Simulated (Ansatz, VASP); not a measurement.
# Si4O: VASP beside Ansatz

INCAR

```
PREC = Accurate
ENCUT = 520
EDIFF = 1E-6
ISMEAR = 0
SIGMA = 0.1
LREAL = F
LASPH = T
NELM = 60
ALGO = Normal
ISIF = 2
LWAVE = F
LCHARG = F
GGA = PE
NBANDS = 19
```

File KPOINTS:

```
regular mesh
0
Gamma
  4 4 4
```

POSCAR

```
Si4O
1.0
   -2.8002321900      2.8002321900      2.8002321900
    2.8002321900     -2.8002321900      2.8002321900
    2.8002321900      2.8002321900     -2.8002321900
Si O
4 1
Direct
    0.3495999900      0.3495999900      0.3495999900
    0.6504000100      0.0000000000      0.0000000000
    0.0000000000      0.0000000000      0.6504000100
    0.0000000000      0.6504000100      0.0000000000
    0.0000000000      0.0000000000      0.0000000000
```

Input for Ansatz:

```yaml
crystal:
  lattice:
    - [-2.80023219, 2.80023219, 2.80023219]
    - [2.80023219, -2.80023219, 2.80023219]
    - [2.80023219, 2.80023219, -2.80023219]
  atoms:
    - { symbol: Si, position: [0.34959999, 0.34959999, 0.34959999] }
    - { symbol: Si, position: [0.65040001, 0.0, 0.0] }
    - { symbol: Si, position: [0.0, 0.0, 0.65040001] }
    - { symbol: Si, position: [0.0, 0.65040001, 0.0] }
    - { symbol: O, position: [0.0, 0.0, 0.0] }
basis:
  ecutwfc: 420
kpoints:
  mp_grid: { grid: [4, 4, 4] }
hamiltonian:
  xc: pbe
scf:
  occupations: { method: gaussian, width: 0.1 }
  lower_state_search: "off"
output:
  forces: true
  stress: true
  eigenvalues: true
```

Change from the starting cell: species swapped into the GeF4 type (I-43m, No. 217).

Alike in both runs: task single point; functional PBE; k mesh 4 × 4 × 4; occupations gaussian, width 0.1 eV; no spin polarisation.

```csv
,VASP,Ansatz
version,VASP 6.6.1,Ansatz 0.2.0
potentials or method,"VASP PAW PBE potentials, release 64 (Si, O), cutoff 520 eV","scalar-relativistic, plane waves, PAW"
valence electrons in the cell,22,22
```

```csv
,VASP,Ansatz,Ansatz less VASP
gap on the k mesh at the Fermi level (eV),none,none,-
pressure (GPa),9.9,9.9,-0.01
rms of the force components (eV/Å),2.688,2.684,-0.0041
```

Atom by atom the forces differ by 0.004 eV/Å (rms over components). A gap of «none» marks a metal or a gap that the smearing closes. The functional is the same, so the differences come from potentials, cutoffs and numerics.

The k mesh is coarse, so the values compare programs but aren't converged.
